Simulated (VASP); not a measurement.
# SrCd3 (Fm-3m) in VASP: relaxation of cell and atoms with LDA

Aim: the relaxation of cell and atoms of SrCd3 with LDA.

All numbers are computed with VASP 6.6.1; they aren't measurements. Logs are shortened: lines on timing, memory, paths and dates and some standing lists are left out, and cuts for length are marked.

## (1) The cell of the first run

The structure is cubic, space group Fm-3m (No. 225). The conventional cell has a = 7.438 Å, b = 7.438 Å, c = 7.438 Å, α = 90.00°, β = 90.00°, γ = 90.00°. Sr (site symmetry m-3m) has 14 Cd at 3.22 to 3.72 Å within 4.2 Å. Cd (site symmetry -43m) has 4 Sr at 3.22 Å and 10 Cd at 3.22 to 3.72 Å within 4.2 Å. Cd (site symmetry m-3m) has 8 Cd at 3.22 Å and 6 Sr at 3.72 Å within 4.2 Å.

## (2) Relaxation of cell and atoms, LDA

File INCAR:

```
PREC = Accurate
ENCUT = 600
EDIFF = 1E-7
ISMEAR = 1
SIGMA = 0.05
LREAL = False
LASPH = True
NELM = 80
ALGO = Normal
ISIF = 3
LWAVE = False
LCHARG = False
GGA = CA
IBRION = 2
NSW = 80
EDIFFG = -0.02
```

File KPOINTS:

```
Automatic mesh
0
Gamma
  11 11 11
```

File POSCAR:

```
SrCd3
1.0
    0.0000000000      3.7187614400      3.7187614400
    3.7187614400      0.0000000000      3.7187614400
    3.7187614400      3.7187614400      0.0000000000
Sr Cd
1 3
Direct
    0.0000000000      0.0000000000      0.0000000000
    0.2500000000      0.2500000000      0.2500000000
    0.7500000000      0.7500000000      0.7500000000
    0.5000000000      0.5000000000      0.5000000000
```

Potentials or basis: VASP PAW LDA potentials, release 64 (Sr_sv, Cd).

The run is started by

```
$ cat potpaw_LDA.64/Sr_sv/POTCAR potpaw_LDA.64/Cd/POTCAR > POTCAR
$ mpirun -np 1 vasp_std > vasp.out
```

OUTCAR:

```text
PREC = Accurate
   ENCUT = 600
   EDIFF = 1E-7
   ISMEAR = 1
   LREAL = False
   LASPH = True
   NELM = 80
   ISIF = 3
   GGA = CA
   IBRION = 2
   NSW = 80
   EDIFFG = -0.02

 ion  position               nearest neighbor table
   1  0.000  0.000  0.000-   2 3.22   3 3.22   3 3.22   3 3.22   3 3.22   2 3.22   2 3.22   2 3.22
                             4 3.72   4 3.72   4 3.72   4 3.72   4 3.72   4 3.72
   2  0.250  0.250  0.250-   1 3.22   4 3.22   1 3.22   1 3.22   1 3.22   4 3.22   4 3.22   4 3.22
                             3 3.72   3 3.72   3 3.72   3 3.72   3 3.72   3 3.72
   3  0.750  0.750  0.750-   1 3.22   4 3.22   4 3.22   4 3.22   4 3.22   1 3.22   1 3.22   1 3.22
                             2 3.72   2 3.72   2 3.72   2 3.72   2 3.72   2 3.72
   4  0.500  0.500  0.500-   2 3.22   3 3.22   2 3.22   2 3.22   2 3.22   3 3.22   3 3.22   3 3.22
                             1 3.72   1 3.72   1 3.72   1 3.72   1 3.72   1 3.72

  LATTYP: Found a face centered cubic cell.
 ALAT       =     7.4375228800

  Lattice vectors:

 A1 = (   0.0000000000,   3.7187614400,   3.7187614400)
 A2 = (   3.7187614400,   0.0000000000,   3.7187614400)
 A3 = (   3.7187614400,   3.7187614400,   0.0000000000)

Analysis of symmetry for initial positions (statically):
=====================================================================
 Subroutine PRICEL returns:
 Original cell was already a primitive cell.

 Routine SETGRP: Setting up the symmetry group for a
 face centered cubic supercell.

 Subroutine GETGRP returns: Found 48 space group operations
 (whereof 48 operations were pure point group operations)
 out of a pool of 48 trial point group operations.

The static configuration has the point symmetry O_h .

Analysis of symmetry for dynamics (positions and initial velocities):
=====================================================================
 Subroutine PRICEL returns:
 Original cell was already a primitive cell.

 Routine SETGRP: Setting up the symmetry group for a
 face centered cubic supercell.

 Subroutine GETGRP returns: Found 48 space group operations
 (whereof 48 operations were pure point group operations)
 out of a pool of 48 trial point group operations.

The dynamic configuration has the point symmetry O_h .

 Subroutine INISYM returns: Found 48 space group operations
 (whereof 48 operations are pure point group operations),
 and found     1 'primitive' translations

----------------------------------------------------------------------------------------

                                     Primitive cell

  volume of cell :     102.8549

  direct lattice vectors                    reciprocal lattice vectors
     0.000000000  3.718761440  3.718761440    -0.134453368  0.134453368  0.134453368
     3.718761440  0.000000000  3.718761440     0.134453368 -0.134453368  0.134453368
     3.718761440  3.718761440  0.000000000     0.134453368  0.134453368 -0.134453368

  length of vectors
     5.259122864  5.259122864  5.259122864     0.232880064  0.232880064  0.232880064

  position of ions in fractional coordinates (direct lattice)
     0.000000000  0.000000000  0.000000000
     0.250000000  0.250000000  0.250000000
     0.750000000  0.750000000  0.750000000
     0.500000000  0.500000000  0.500000000

  ion indices of the primitive-cell ions
   primitive index   ion index
                 1           1
                 2           2
                 3           3
                 4           4

----------------------------------------------------------------------------------------

 KPOINTS: Automatic mesh

Automatic generation of k-mesh.
 Grid dimensions read from file:
 generate k-points for:   11   11   11

 Generating k-lattice:

  Cartesian coordinates                     Fractional coordinates (reciprocal lattice)
    -0.012223033  0.012223033  0.012223033     0.090909091  0.000000000  0.000000000
     0.012223033 -0.012223033  0.012223033     0.000000000  0.090909091  0.000000000
     0.012223033  0.012223033 -0.012223033     0.000000000  0.000000000  0.090909091

  Length of vectors
     0.021170915  0.021170915  0.021170915

  Shift w.r.t. Gamma in fractional coordinates (k-lattice)
     0.000000000  0.000000000  0.000000000

 Subroutine IBZKPT returns following result:
 ===========================================

 Found     56 irreducible k-points:

 Following reciprocal coordinates:
            Coordinates               Weight
  0.000000  0.000000  0.000000      1.000000
  0.090909  0.000000  0.000000      8.000000
  0.181818  0.000000  0.000000      8.000000
  0.272727  0.000000  0.000000      8.000000
  0.363636  0.000000  0.000000      8.000000
  0.454545  0.000000  0.000000      8.000000
[... 16 lines left out ...]
 -0.272727  0.181818  0.000000     24.000000
 -0.181818  0.181818  0.000000     12.000000
 [... further k-points ...]
   k-points           NKPTS =     56   k-points in BZ     NKDIM =     56   number of bands    NBANDS=     27
   number of dos      NEDOS =    301   number of ions     NIONS =      4
   total plane-waves  NPLWV =  74088
   dimension x,y,z NGX =    42 NGY =   42 NGZ =   42
   dimension x,y,z NGXF=    84 NGYF=   84 NGZF=   84
   ions per type =               1   3
   NGX,Y,Z   is equivalent  to a cutoff of  13.28, 13.28, 13.28 a.u.
   NGXF,Y,Z  is equivalent  to a cutoff of  26.55, 26.55, 26.55 a.u.
 SYSTEM =  unknown system
   PREC   = accura    normal or accurate (medium, high low for compatibility)
   ISTART =      0    job   : 0-new  1-cont  2-samecut
   ICHARG =      2    charge: 1-file 2-atom 10-const
   ISPIN  =      1    spin polarized calculation?
   LNONCOLLINEAR =      F non collinear calculations
   LSORBIT =      F    spin-orbit coupling
   LASPH  =      T    aspherical Exc in radial PAW
   ENCUT  =  600.0 eV  44.10 Ry    6.64 a.u.  10.50 10.50 10.50*2*pi/ulx,y,z
   NELM   =     80;   NELMIN=  2; NELMDL= -5     # of ELM steps
   EDIFF  = 0.1E-06   stopping-criterion for ELM
   LREAL  =      F    real-space projection
   EDIFFG = -.2E-01   stopping-criterion for IOM
   NSW    =     80    number of steps for IOM
   IBRION =      2    ionic relax: 0-MD 1-quasi-New 2-CG
   NFREE  =      1    steps in history (QN), initial steepest desc. (CG)
   ISIF   =      3    stress and relaxation
   ISYM   =      2    0-nonsym 1-usesym 2-fastsym
   POTIM  = 0.5000    time-step for ionic-motion
   TEBEG  =    0.0;   TEEND  =   0.0 temperature during run
   PSTRESS=    0.0 pullay stress
   NELECT =      46.0000    total number of electrons
   NUPDOWN=      -1.0000    fix difference up-down
   EMIN   =  10.00;   EMAX   =-10.00  energy-range for DOS
   EFERMI =   0.00;   METHOD = LEGACY
   ISMEAR =     1;   SIGMA  =   0.05  broadening in eV -4-tet -1-fermi 0-gaus
   EFERMI_NEDOS =   21; number of points for ismear=-14 and -15
   IALGO  =     38    algorithm
   IMIX   =      4    mixing-type and parameters
     AMIX     =   0.40;   BMIX     =  1.00
     AMIX_MAG =   1.60;   BMIX_MAG =  1.00
  volume/ion in A,a.u.               =      25.71       173.52
  Fermi-wavevector in a.u.,A,eV,Ry     =   1.251947  2.365836 21.325366  1.567370
  Thomas-Fermi vector in A             =   2.385870
   LORBIT       =      0    0 simple, 1 ext, 2 COOP (PROOUT), +10 PAW based schemes
   GGA     = CA    functional components
   LHFCALC =     F    Hartree Fock is set to
   AEXX    =    0.0000 exact exchange contribution
   IVDW    =     0    specifies the selected vdW correction
   LEPSILON=     F    determine dielectric tensor
   LRPA    =     F    only Hartree local field effects (RPA)
 conjugate gradient relaxation of ions
 non-spin polarized calculation
 Methfessel and Paxton  Order N= 1 SIGMA  =   0.05
  energy-cutoff  :      600.00
  volume of cell :      102.85
 maximum number of plane-waves:      3479
 NGX is ok and might be reduce to    42
   NGX = 21   NGY = 21   NGZ = 21

--------------------------------------- Ionic step        1  -------------------------------------------

 number of electron      46.0000001 magnetization

 Free energy of the ion-electron system (eV)
  ---------------------------------------------------
  ext. energy  EPLUGINS =         0.00000000
  ---------------------------------------------------
  free energy    TOTEN  =        -7.40511871 eV

  energy without entropy =       -7.40513269  energy(sigma->0) =       -7.40512337

------------------------ aborting loop because EDIFF is reached ----------------------------------------

  FORCE on cell =-STRESS in cart. coord.  units (eV):
  Direction    XX          YY          ZZ          XY          YZ          ZX
  --------------------------------------------------------------------------------------
  -------------------------------------------------------------------------------------
  Total       -2.2579357     -2.2579357     -2.2579357      0.0000000     -0.0000000      0.0000000
  in kB      -35.1720110    -35.1720110    -35.1720110      0.0000000     -0.0000000      0.0000000
  external PRESSURE =     -35.1720110 kB  Pullay stress =       0.0000000 kB
[... 61 lines left out ...]
  energy  without entropy=       -7.5107237252  energy(sigma->0) =       -7.51086960

--------------------------------------- Ionic step        3  -------------------------------------------

 number of electron      45.9999996 magnetization

 Free energy of the ion-electron system (eV)
  ---------------------------------------------------
  ext. energy  EPLUGINS =         0.00000000
  ---------------------------------------------------
  free energy    TOTEN  =        -7.51174456 eV

  energy without entropy =       -7.51165483  energy(sigma->0) =       -7.51171465

 E-fermi :   2.7854     XC(G=0): -10.8959

 val. band max:        2.7841866896   @ k =   0.3636   0.2727   0.0909
 cond. band min:       2.8184596365   @ k =  -0.4545   0.2727   0.0000
 fundamental gap:      0.0342729469
 Fermi energy:         2.7853726914

 k-point     1 :       0.0000    0.0000    0.0000
  band No.  band energies     occupation
      1     -32.1945      2.00000
      2     -14.4546      2.00000
      3     -14.4546      2.00000
      4     -14.4546      2.00000
      5      -6.4022      2.00000
      6      -6.4022      2.00000
[... 709 lines left out ...]
     26       5.2935      0.00000
     27       6.0411      0.00000

 [... further k-points ...]

------------------------ aborting loop because EDIFF is reached ----------------------------------------

  FORCE on cell =-STRESS in cart. coord.  units (eV):
  Direction    XX          YY          ZZ          XY          YZ          ZX
  --------------------------------------------------------------------------------------
  -------------------------------------------------------------------------------------
  Total       -0.0004784     -0.0004784     -0.0004784      0.0000000      0.0000000     -0.0000000
  in kB       -0.0081564     -0.0081564     -0.0081564      0.0000000      0.0000000     -0.0000000
  external PRESSURE =      -0.0081564 kB  Pullay stress =       0.0000000 kB
[... 19 lines left out ...]
  FREE ENERGIE OF THE ION-ELECTRON SYSTEM (eV)
  ---------------------------------------------------
  free  energy   TOTEN  =        -7.5117445599 eV

  energy  without entropy=       -7.5116548305  energy(sigma->0) =       -7.51171465

 reached required accuracy - stopping structural energy minimisation
```

Wall time 12 min (1 thread of Oxide Virtual Turin-like, shared host); peak memory 0.3 GiB.

Results:

```
Free energy                            : -7.5117 eV
Relaxed volume                         : 23.49 Å³/atom
Relaxed cell                           : a = 5.103 Å, b = 5.103 Å, c = 5.103 Å, α = 60.00°, β = 60.00°, γ = 60.00°
Space group after relaxing (to 0.05 Å) : Fm-3m (No. 225)
Energy gained by relaxing              : 26.7 meV/atom
Ionic steps                            : 3
Pressure after relaxing                : 0.0 GPa
Band gap on the k mesh                 : zero (band 23 reaches 3.43 eV, above the bottom of band 24 at 2.06 eV)
```

The path:
```
step  energy change (eV)  largest force (eV/Å)  pressure (GPa)  volume (Å³)
   1              0.0000                0.0000           -3.52       102.85
   2             -0.1058                0.0000           -0.36        94.68
   3             -0.1066                0.0000            0.00        93.98
```

Final structure:
```
Sr Cd
1.0
     0.00000    3.60853    3.60853
     3.60853    0.00000    3.60853
     3.60853    3.60853    0.00000
Sr Cd
1 3
Direct
  0.00000 0.00000 0.00000
  0.25000 0.25000 0.25000
  0.75000 0.75000 0.75000
  0.50000 0.50000 0.50000
```
